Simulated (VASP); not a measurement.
# Fe2Pt (P-3m1) in VASP: notebook

Runs on Fe2Pt. Level: PBEsol. Tasks: single point, relaxation of cell and atoms.

Everything below comes from runs of VASP 6.6.1. Logs are shortened: lines on timing, memory, paths and dates and some standing lists are left out, and cuts for length are marked.

## (1) The cell of the first run

Symmetry: P-3m1, No. 164, trigonal system. The conventional cell has a = 2.579 Å, b = 2.579 Å, c = 6.189 Å, α = 90.00°, β = 90.00°, γ = 120.00°. Fe (site symmetry 3m) has 9 Fe at 2.33 to 2.58 Å and 3 Pt at 2.66 Å within 3.1 Å. Pt (site symmetry -3m) has 6 Pt at 2.58 Å and 6 Fe at 2.66 Å within 3.4 Å.

## (2) Single point, PBEsol

The input, INCAR:

```
ALGO = Fast ; EDIFF = 1E-6
ENCUT = 520 ; GGA = PS
ISIF = 2 ; ISMEAR = 0
LASPH = True ; LCHARG = True
LELF = True ; LREAL = False
LVHAR = True ; LWAVE = False
NBANDS = 20 ; NELM = 60
PREC = Accurate ; SIGMA = 0.1
```

The input, KPOINTS:

```
k-points
0
Gamma
  18 18 8
```

The input, POSCAR:

```
Fe2Pt
1.0
    2.5793886575      0.0000000000      0.0000000000
   -1.2896943288      2.2338161036      0.0000000000
    0.0000000000      0.0000000000      6.1891121850
Fe Pt
2 1
Direct
    0.3333333333      0.6666666667      0.6447896813
    0.6666666667      0.3333333333      0.3552103187
    0.0000000000      0.0000000000      0.0000000000
```

Potentials or basis: VASP PAW PBE potentials, release 64 (Fe, Pt).

Launch:

```console
cat potpaw_PBE.64/Fe/POTCAR potpaw_PBE.64/Pt/POTCAR > POTCAR
mpirun -np 1 vasp_std > vasp.out
```

OUTCAR:

```text
EDIFF = 1E-6
   ENCUT = 520
   GGA = PS
   ISIF = 2
   ISMEAR = 0
   LASPH = True
   LREAL = False
   NELM = 60
   PREC = Accurate

 ion  position               nearest neighbor table
   1  0.333  0.667  0.645-   2 2.33   2 2.33   2 2.33   3 2.66   3 2.66   3 2.66
   2  0.667  0.333  0.355-   1 2.33   1 2.33   1 2.33   3 2.66   3 2.66   3 2.66
   3  0.000  0.000  0.000-   1 2.66   2 2.66   2 2.66   1 2.66   2 2.66   1 2.66

  LATTYP: Found a hexagonal cell.
 ALAT       =     2.5793886575
 C/A-ratio  =     2.3994492521

  Lattice vectors:

 A1 = (   2.5793886575,   0.0000000000,   0.0000000000)
 A2 = (  -1.2896943288,   2.2338161036,   0.0000000000)
 A3 = (   0.0000000000,   0.0000000000,   6.1891121850)

Analysis of symmetry for initial positions (statically):
=====================================================================
 Subroutine PRICEL returns:
 Original cell was already a primitive cell.

 Routine SETGRP: Setting up the symmetry group for a
 hexagonal supercell.

 Subroutine GETGRP returns: Found 12 space group operations
 (whereof 12 operations were pure point group operations)
 out of a pool of 24 trial point group operations.

The static configuration has the point symmetry D_3d.

Analysis of symmetry for dynamics (positions and initial velocities):
=====================================================================
 Subroutine PRICEL returns:
 Original cell was already a primitive cell.

 Routine SETGRP: Setting up the symmetry group for a
 hexagonal supercell.

 Subroutine GETGRP returns: Found 12 space group operations
 (whereof 12 operations were pure point group operations)
 out of a pool of 24 trial point group operations.

The dynamic configuration has the point symmetry D_3d.

 Subroutine INISYM returns: Found 12 space group operations
 (whereof 12 operations are pure point group operations),
 and found     1 'primitive' translations

----------------------------------------------------------------------------------------

                                     Primitive cell

  volume of cell :      35.6609

  direct lattice vectors                    reciprocal lattice vectors
     2.579388658  0.000000000  0.000000000     0.387688764  0.223832212  0.000000000
    -1.289694329  2.233816104  0.000000000     0.000000000  0.447664424  0.000000000
[... 85 lines left out ...]
   ENCUT  =  520.0 eV  38.22 Ry    6.18 a.u.   4.80  4.80 11.51*2*pi/ulx,y,z
   NELM   =     60;   NELMIN=  2; NELMDL= -5     # of ELM steps
   EDIFF  = 0.1E-05   stopping-criterion for ELM
   LREAL  =      F    real-space projection
   EDIFFG = 0.1E-04   stopping-criterion for IOM
   NSW    =      0    number of steps for IOM
   IBRION =     -1    ionic relax: 0-MD 1-quasi-New 2-CG
   NFREE  =      0    steps in history (QN), initial steepest desc. (CG)
   ISIF   =      2    stress and relaxation
   ISYM   =      2    0-nonsym 1-usesym 2-fastsym
   POTIM  = 0.5000    time-step for ionic-motion
   TEBEG  =    0.0;   TEEND  =   0.0 temperature during run
   PSTRESS=    0.0 pullay stress
   NELECT =      26.0000    total number of electrons
   NUPDOWN=      -1.0000    fix difference up-down
   EMIN   =  10.00;   EMAX   =-10.00  energy-range for DOS
   EFERMI =   0.00;   METHOD = LEGACY
   ISMEAR =     0;   SIGMA  =   0.10  broadening in eV -4-tet -1-fermi 0-gaus
   EFERMI_NEDOS =   21; number of points for ismear=-14 and -15
   IALGO  =     68    algorithm
   IMIX   =      4    mixing-type and parameters
     AMIX     =   0.40;   BMIX     =  1.00
     AMIX_MAG =   1.60;   BMIX_MAG =  1.00
  volume/ion in A,a.u.               =      11.89        80.22
  Fermi-wavevector in a.u.,A,eV,Ry     =   1.473449  2.784415 29.538953  2.171052
  Thomas-Fermi vector in A             =   2.588341
   LORBIT       =      0    0 simple, 1 ext, 2 COOP (PROOUT), +10 PAW based schemes
   GGA     = PS    functional components
   LHFCALC =     F    Hartree Fock is set to
   AEXX    =    0.0000 exact exchange contribution
   IVDW    =     0    specifies the selected vdW correction
   LEPSILON=     F    determine dielectric tensor
   LRPA    =     F    only Hartree local field effects (RPA)
 non-spin polarized calculation
 RMM-DIIS sequential band-by-band and
 Gauss-broadening in eV      SIGMA  =   0.10
  energy-cutoff  :      520.00
  volume of cell :       35.66
 maximum number of plane-waves:       972
   NGX =  9   NGY =  9   NGZ = 23

 number of electron      25.9999993 magnetization

 Free energy of the ion-electron system (eV)
  ---------------------------------------------------
  ext. energy  EPLUGINS =         0.00000000
  ---------------------------------------------------
  free energy    TOTEN  =       -24.40754895 eV

  energy without entropy =      -24.38393884  energy(sigma->0) =      -24.39574390

 E-fermi :   8.8134     XC(G=0): -13.7633

 val. band max:        8.8118582729   @ k =   0.3333   0.0556   0.2500
 cond. band min:       8.8135871442   @ k =  -0.1667  -0.4444   0.3750
 fundamental gap:      0.0017288713
 Fermi energy:         8.8134159948

 k-point     1 :       0.0000    0.0000    0.0000
  band No.  band energies     occupation
      1      -1.6228      2.00000
      2       1.1967      2.00000
      3       3.6194      2.00000
      4       4.3286      2.00000
      5       4.3286      2.00000
      6       5.3069      2.00000
[... 541 lines left out ...]
     19      15.8451      0.00000
     20      18.2785      0.00000

 [... further k-points ...]

------------------------ aborting loop because EDIFF is reached ----------------------------------------

  FORCE on cell =-STRESS in cart. coord.  units (eV):
  Direction    XX          YY          ZZ          XY          YZ          ZX
  --------------------------------------------------------------------------------------
  -------------------------------------------------------------------------------------
  Total       -0.0708223     -0.0708223     -0.1204302      0.0000000      0.0000000      0.0000000
  in kB       -3.1819100     -3.1819100     -5.4107002      0.0000000      0.0000000      0.0000000
  external PRESSURE =      -3.9248401 kB  Pullay stress =       0.0000000 kB

 VOLUME and BASIS-vectors are now :
 -----------------------------------------------------------------------------
  energy-cutoff  :      520.00
  volume of cell :       35.66
      direct lattice vectors                 reciprocal lattice vectors
     2.579388658  0.000000000  0.000000000     0.387688764  0.223832212  0.000000000
    -1.289694329  2.233816104  0.000000000     0.000000000  0.447664424  0.000000000
     0.000000000  0.000000000  6.189112185     0.000000000  0.000000000  0.161574063

 POSITION                                       TOTAL-FORCE (eV/Angst)
 -----------------------------------------------------------------------------------
     -0.00000      1.48921      3.99068        -0.000000      0.000000     -0.004625
      1.28969      0.74461      2.19844        -0.000000      0.000000      0.004625
      0.00000      0.00000      0.00000         0.000000      0.000000      0.000000
 -----------------------------------------------------------------------------------
    total drift:                               -0.000000      0.000000      0.000000

  FREE ENERGIE OF THE ION-ELECTRON SYSTEM (eV)
  ---------------------------------------------------
  free  energy   TOTEN  =       -24.4075489485 eV

  energy  without entropy=      -24.3839388422  energy(sigma->0) =      -24.39574390
```

It took 3.1 min on 1 thread of Intel Xeon Platinum 8559C (Emerald Rapids), shared host; peak memory 0.3 GiB.

What came out:

```yaml
Free_energy: -24.4075 eV
Pressure: -0.4 GPa
Largest_force: 0.005 eV/Å
Band_gap_on_the_k_mesh: zero (bands 13 and 14 overlap by 1.52 eV)
```

Forces in eV/Å, atoms in the order of the input:
```
Fe   0.000  0.000 -0.005
Fe   0.000  0.000  0.005
Pt   0.000  0.000  0.000
```

Stress tensor (GPa, compression positive):
```
-0.32  0.00  0.00
 0.00 -0.32  0.00
 0.00  0.00 -0.54
```

Levels at points of the mesh, in eV from the Fermi level:
```
           k point  band 10  band 11  band 12  band 13  band 14  band 15  band 16  band 17
(0.00, 0.00, 0.00)    -1.64    -1.64    -0.86    -0.74    -0.74    -0.21    -0.21     0.43
(0.50, 0.00, 0.00)    -1.39     0.56     0.56     0.61     0.85     0.99     2.07     2.81
(0.00, 0.00, 0.50)    -1.64    -1.64    -1.21    -1.21    -0.30    -0.30     0.26     0.75
(0.50, 0.00, 0.50)    -0.92    -0.43     0.22     0.53     0.56     0.64     0.79     2.93
```

Caveat: the PAW data sets were made with another functional, which shifts forces and pressure a little; spin-orbit coupling is left out, which moves the levels of the heavy elements; the run has no spin polarisation, though such a crystal can be magnetic.

## (3) Relaxation of cell and atoms, PBEsol

This run uses another cell than the first one, of 12.42 Å³/atom.

The input, INCAR:

```
SYSTEM = Fe2Pt
PREC = Accurate
ENCUT = 600
EDIFF = 1E-7
ISMEAR = 0
SIGMA = 0.1
LREAL = .False.
LASPH = .True.
NELM = 100
ALGO = Fast
ISIF = 3
LWAVE = .False.
LCHARG = .False.
GGA = PS
IBRION = 2
NSW = 80
EDIFFG = -0.01
```

The input, KPOINTS:

```
Automatic mesh
0
Gamma
  18 18 8
  0 0 0
```

The input, POSCAR:

```
Fe2Pt
1.0
    2.6175999160      0.0000000000      0.0000000000
   -1.3087999580      2.2669080242      0.0000000000
    0.0000000000      0.0000000000      6.2768510000
Fe Pt
2 1
Direct
    0.3333333333      0.6666666667      0.6445400000
    0.6666666667      0.3333333333      0.3554600000
    0.0000000000      0.0000000000      0.0000000000
```

Potentials or basis: VASP PAW PBE potentials, release 64 (Fe, Pt).

Launch:

```console
cat potpaw_PBE.64/Fe/POTCAR potpaw_PBE.64/Pt/POTCAR > POTCAR
mpirun -np 1 vasp_std > vasp.out
```

OUTCAR:

```text
SYSTEM = Fe2Pt
   PREC = Accurate
   ENCUT = 600
   EDIFF = 1E-7
   ISMEAR = 0
   LREAL = .False.
   LASPH = .True.
   NELM = 100
   ISIF = 3
   GGA = PS
   IBRION = 2
   NSW = 80
   EDIFFG = -0.01

 ion  position               nearest neighbor table
   1  0.333  0.667  0.645-   2 2.36   2 2.36   2 2.36   3 2.69   3 2.69   3 2.69
   2  0.667  0.333  0.355-   1 2.36   1 2.36   1 2.36   3 2.69   3 2.69   3 2.69
   3  0.000  0.000  0.000-   1 2.69   2 2.69   1 2.69   2 2.69   2 2.69   1 2.69

  LATTYP: Found a hexagonal cell.
 ALAT       =     2.6175999160
 C/A-ratio  =     2.3979413208

  Lattice vectors:

 A1 = (   2.6175999160,   0.0000000000,   0.0000000000)
 A2 = (  -1.3087999580,   2.2669080242,   0.0000000000)
 A3 = (   0.0000000000,   0.0000000000,   6.2768510000)

Analysis of symmetry for initial positions (statically):
=====================================================================
 Subroutine PRICEL returns:
 Original cell was already a primitive cell.

[... 217 lines left out ...]
 fundamental gap:      0.0053127704
 Fermi energy:        10.2327908718

 k-point     1 :       0.0000    0.0000    0.0000
  band No.  band energies     occupation
      1      -1.1401      2.00000
      2       1.8470      2.00000
      3       4.4993      2.00000
      4       5.1259      2.00000
      5       5.1259      2.00000
      6       6.3409      2.00000
[... 729 lines left out ...]
--------------------------------------- Ionic step        9  -------------------------------------------

 number of electron      25.9999990 magnetization

 Free energy of the ion-electron system (eV)
  ---------------------------------------------------
  ext. energy  EPLUGINS =         0.00000000
  ---------------------------------------------------
  free energy    TOTEN  =       -24.40738466 eV

  energy without entropy =      -24.38378376  energy(sigma->0) =      -24.39558421

 E-fermi :   8.8278     XC(G=0): -13.7693

 val. band max:        8.8253421360   @ k =   0.3333   0.0556   0.2500
 cond. band min:       8.8278497192   @ k =  -0.1667  -0.4444   0.3750
 fundamental gap:      0.0025075832
 Fermi energy:         8.8278163483

 k-point     1 :       0.0000    0.0000    0.0000
  band No.  band energies     occupation
      1      -1.6163      2.00000
      2       1.2056      2.00000
      3       3.6305      2.00000
      4       4.3377      2.00000
      5       4.3377      2.00000
      6       5.3235      2.00000
[... 501 lines left out ...]
  FREE ENERGIE OF THE ION-ELECTRON SYSTEM (eV)
  ---------------------------------------------------
  free  energy   TOTEN  =       -24.4073846629 eV

  energy  without entropy=      -24.3837837614  energy(sigma->0) =      -24.39558421

 reached required accuracy - stopping structural energy minimisation
```

CONTCAR:

```text
Fe2Pt
   1.00000000000000
     2.5790927916180362   -0.0000000000000000    0.0000000000000000
    -1.2895463958090181    2.2335598762585329   -0.0000000000000000
     0.0000000000000000   -0.0000000000000000    6.1841181732511270
  Fe              Pt
     2     1
Direct
     0.3333333332999970    0.6666666667000030    0.6447839170919138
     0.6666666667000030    0.3333333332999970    0.3552160829080863
     0.0000000000000000    0.0000000000000000    0.0000000000000000

  0.00000000E+00  0.00000000E+00  0.00000000E+00
  0.00000000E+00  0.00000000E+00  0.00000000E+00
  0.00000000E+00  0.00000000E+00  0.00000000E+00
```

Run time: 17 min. Hardware: 1 thread of Intel Xeon Platinum 8559C (Emerald Rapids), shared host; peak memory 0.4 GiB.

What came out:

```yaml
Free_energy: -24.4074 eV
Relaxed_volume: 11.87 Å³/atom
Relaxed_cell: a = 2.579 Å, b = 2.579 Å, c = 6.184 Å, α = 90.00°, β = 90.00°, γ = 120.00°
Space_group_after_relaxing_to_0.1_Å: P-3m1 (No. 164)
Energy_gained_by_relaxing: 20.8 meV/atom
Ionic_steps: 9
Pressure_after_relaxing: 0.0 GPa
Band_gap_on_the_k_mesh: zero (bands 13 and 14 overlap by 1.52 eV)
```

Forces in eV/Å, atoms in the order of the input:
```
Fe   0.000  0.000  0.002
Fe   0.000  0.000 -0.002
Pt   0.000  0.000  0.000
```

Step by step:
| step | energy change (eV) | largest force (eV/Å) | pressure (GPa) | volume (Å³) |
| --- | --- | --- | --- | --- |
| 1 | 0.0000 | 0.1029 | -11.83 | 37.25 |
| 2 | 0.2476 | 0.5005 | 34.43 | 32.52 |
| 3 | -0.0622 | 0.0563 | -0.47 | 35.69 |
| 4 | -0.0622 | 0.0615 | -0.07 | 35.65 |
| 5 | -0.0622 | 0.0651 | 0.19 | 35.62 |
| 6 | -0.0624 | 0.0029 | -0.43 | 35.68 |
| 7 | -0.0624 | 0.0187 | -0.28 | 35.66 |
| 8 | -0.0624 | 0.0098 | 0.25 | 35.60 |
| 9 | -0.0625 | 0.0024 | 0.03 | 35.62 |

Final structure:
```
Fe Pt
1.0
     2.57909    0.00000    0.00000
    -1.28955    2.23356    0.00000
     0.00000    0.00000    6.18412
Fe Pt
2 1
Direct
  0.33333 0.66667 0.64478
  0.66667 0.33333 0.35522
  0.00000 0.00000 0.00000
```

Levels at points of the mesh, in eV from the Fermi level:
```
           k point  band 10  band 11  band 12  band 13  band 14  band 15  band 16  band 17
(0.00, 0.00, 0.00)    -1.64    -1.64    -0.86    -0.75    -0.75    -0.22    -0.22     0.43
(0.50, 0.00, 0.00)    -1.39     0.56     0.56     0.61     0.85     1.00     2.07     2.81
(0.00, 0.00, 0.50)    -1.65    -1.65    -1.21    -1.21    -0.30    -0.30     0.26     0.75
(0.50, 0.00, 0.50)    -0.92    -0.44     0.22     0.52     0.57     0.64     0.79     2.93
```

Caveat: the PAW data sets were made with another functional, which shifts forces and pressure a little; spin-orbit coupling is left out, which moves the levels of the heavy elements; the run has no spin polarisation, though such a crystal can be magnetic.
